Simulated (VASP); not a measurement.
MgO, 2 atoms in the cell. Symmetry: I4/mmm, No. 139, tetragonal system. Conventional cell: a = 2.980 Å, b = 2.980 Å, c = 4.846 Å, α = 90.00°, β = 90.00°, γ = 90.00°. Mg (site symmetry 4/mmm) has 6 O at 2.11 to 2.42 Å within 2.8 Å. Within 2.8 Å of O (site symmetry 4/mmm) lie 6 Mg at 2.11 to 2.42 Å.  This cell differs from its parent crystal: strain +0.1500 x Voigt [0, 1, 0, 0, 0, 0].

* Program: VASP 6.6.1
* Task: single point
* Functional: PBEsol
* Potentials or basis: VASP PAW PBE potentials, release 64 (Mg, O)
* Cutoff: 520 eV
* k mesh: 10 × 10 × 10
* Occupations: gaussian, width 0.05 eV
* Spin: no spin polarisation
* Dipole correction: no
* Further INCAR settings: ALGO = Normal; EDIFF = 1e-06; NBANDS = 11

Potentials or basis: VASP PAW PBE potentials, release 64 (Mg, O).

Launch:

```sh
$ cat potpaw_PBE.64/Mg/POTCAR potpaw_PBE.64/O/POTCAR > POTCAR
$ mpirun -np 1 vasp_std > vasp.out
```

Hardware: 1 thread of Intel(R) Xeon(R) 6975P-C (Granite Rapids) (shared host).

Estimate the wall time of this run.

It took 6.9 s on 1 thread of Intel(R) Xeon(R) 6975P-C (Granite Rapids) (shared host), peak memory 0.15 GiB. Counts: scf iterations 11, k points 102.
